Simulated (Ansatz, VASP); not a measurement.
## One calculation of Ir, two programs

The input POSCAR:

```
Ir
1.0
    0.0000000000      1.9738042925      1.8158999491
    1.9738042925      0.0000000000      1.8158999491
    1.9738042925      1.9738042925      0.0000000000
Ir
1
Direct
    0.0000000000      0.0000000000      0.0000000000
```

Contents of INCAR.step1:

```
PREC     = Accurate       # precision mode
ENCUT    = 520            # plane-wave cutoff, eV
ISMEAR   = 0              # smearing method
SIGMA    = 0.15           # smearing width, eV
LREAL    = False          # projectors in reciprocal space
LASPH    = True           # aspherical terms in the spheres
NELM     = 100            # most SCF steps
NBANDS   = 10             # bands
GGA      = PE             # functional
ALGO     = Normal         # electronic algorithm
EDIFF    = 1E-4           # SCF threshold, eV
LWAVE    = True           # write WAVECAR
LCHARG   = False          # write CHGCAR
```

File INCAR.step2:

```
PREC     = Accurate       # precision mode
ENCUT    = 520            # plane-wave cutoff, eV
EDIFF    = 1E-6           # SCF threshold, eV
ISMEAR   = 0              # smearing method
SIGMA    = 0.15           # smearing width, eV
LREAL    = False          # projectors in reciprocal space
LASPH    = True           # aspherical terms in the spheres
NELM     = 100            # most SCF steps
ALGO     = Normal         # electronic algorithm
ISIF     = 2              # what is computed and relaxed
LWAVE    = False          # write WAVECAR
LCHARG   = False          # write CHGCAR
METAGGA  = R2SCAN         # meta-GGA
LMIXTAU  = True         
NBANDS   = 10             # bands
ISTART   = 1
```

Contents of KPOINTS:

```
Automatic mesh
0
Gamma
  24 24 24
```

Input for Ansatz:

```yaml
crystal:
  lattice:
    - [0.0, 1.9738042925, 1.8158999491]
    - [1.9738042925, 0.0, 1.8158999491]
    - [1.9738042925, 1.9738042925, 0.0]
  atoms:
    - { symbol: Ir, position: [0.0, 0.0, 0.0] }
basis:
  ecutwfc: 500
kpoints:
  mp_grid: { grid: [24, 24, 24] }
hamiltonian:
  xc: r2scan
scf:
  occupations: { method: gaussian, width: 0.15 }
output:
  forces: true
  stress: true
  eigenvalues: true
```

Alike in both runs: task single point; functional r2SCAN; k mesh 24 × 24 × 24; occupations gaussian, width 0.15 eV; no spin polarisation.

```csv
,VASP,Ansatz
version,VASP 6.6.1,Ansatz 0.2.0
potentials or method,"VASP PAW PBE potentials, release 64 (Ir), cutoff 520 eV","scalar-relativistic, plane waves, PAW"
valence electrons in the cell,9,17
```

```tsv
	VASP	Ansatz	Ansatz less VASP
gap on the k mesh at the Fermi level (eV)	none	none	-
pressure (GPa)	5.6	3.0	-2.56
traceless stress, the component that is largest in VASP (GPa)	19.89	19.89	-0.001
```

VASP's potentials were made for PBE, not for r2SCAN. A gap of «none» marks a metal or a gap that the smearing closes. VASP's potentials hold 9 valence electrons a cell and Ansatz's 17, so a difference there can come from the potentials and not from the codes.

Spin-orbit coupling is off throughout.
